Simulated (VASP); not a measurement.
# Ti: relaxation of cell and atoms with PBE

Ti:

```
Ti
1.0
     2.95000    0.00000    0.00000
    -1.47500    2.55477    0.00000
     0.00000    0.00000    4.68600
Ti
2
Direct
  0.33333 0.66667 0.25000
  0.66667 0.33333 0.75000
```

| Property | Result |
| --- | --- |
| Program | VASP 6.6.1 |
| Task | relaxation of cell and atoms |
| Functional | PBE |
| Potentials or basis | VASP PAW PBE potentials, release 64 (Ti_sv) |
| Cutoff | 600 eV |
| k mesh | 12 × 12 × 7 |
| Occupations | fermi-dirac, width 0.05 eV |
| Spin | collinear spin, ferromagnetic start |
| Starting moments | [1.0, 1.0] μB |
| Dipole correction | no |
| Further INCAR settings | ALGO = Normal; EDIFF = 1e-07; IBRION = 2; EDIFFG = -0.01; NSW = 80; ISIF = 3 |

The relaxed volume is 17.35 Å³/atom. The relaxed cell is a = 2.936 Å, b = 2.936 Å, c = 4.649 Å, α = 90.00°, β = 90.00°, γ = 120.00° and the space group after relaxing (to 0.05 Å) is P6_3/mmc (No. 194). The energy gained by relaxing is 1.9 meV/atom, the ionic steps are 5 and the pressure after relaxing is 0.0 GPa. The band gap on the k mesh is zero (filled and empty bands overlap), the net moment is 0.00 μB per cell and the valence electrons inside the program's atomic spheres are Ti 10.25.

Stress tensor (GPa, compression positive):
```
 0.08  0.00  0.00
 0.00  0.08  0.00
 0.00  0.00 -0.03
```

Step by step:
```csv
step,energy change (eV),largest force (eV/Å),pressure (GPa),volume (Å³)
1,0.0000,0.0000,-1.87,35.32
2,-0.0018,0.0000,1.44,34.27
3,-0.0037,0.0000,0.01,34.71
4,-0.0037,0.0000,0.05,34.69
5,-0.0037,0.0000,0.04,34.70
```

Final structure:
```cif
data_structure
_symmetry_space_group_name_H-M 'P 1'
_symmetry_Int_Tables_number 1
_cell_length_a 2.9355
_cell_length_b 2.9355
_cell_length_c 4.6493
_cell_angle_alpha 90.000
_cell_angle_beta 90.000
_cell_angle_gamma 120.000
_cell_volume 34.70
loop_
_atom_site_label
_atom_site_type_symbol
_atom_site_fract_x
_atom_site_fract_y
_atom_site_fract_z
_atom_site_occupancy
Ti1 Ti 0.33333 0.66667 0.25000 1
Ti2 Ti 0.66667 0.33333 0.75000 1
```

Levels at points of the mesh, in eV from the Fermi level:
Spin up:
```tsv
k point	band 9	band 10	band 11	band 12	band 13	band 14	band 15	band 16
(0.00, 0.00, 0.00)	-6.22	-2.70	0.77	0.77	0.77	0.88	1.27	1.27
(0.50, 0.00, 0.00)	-2.35	-2.16	-1.85	-0.63	0.48	0.63	1.17	3.34
```
Spin down:
```
           k point  band 9  band 10  band 11  band 12  band 13  band 14  band 15  band 16
(0.00, 0.00, 0.00)   -6.22    -2.70     0.77     0.77     0.77     0.88     1.27     1.27
(0.50, 0.00, 0.00)   -2.35    -2.16    -1.85    -0.63     0.48     0.63     1.17     3.34
```

It took 4.2 min on 1 thread of Intel Xeon 6975P-C (shared host), peak memory 0.24 GiB.
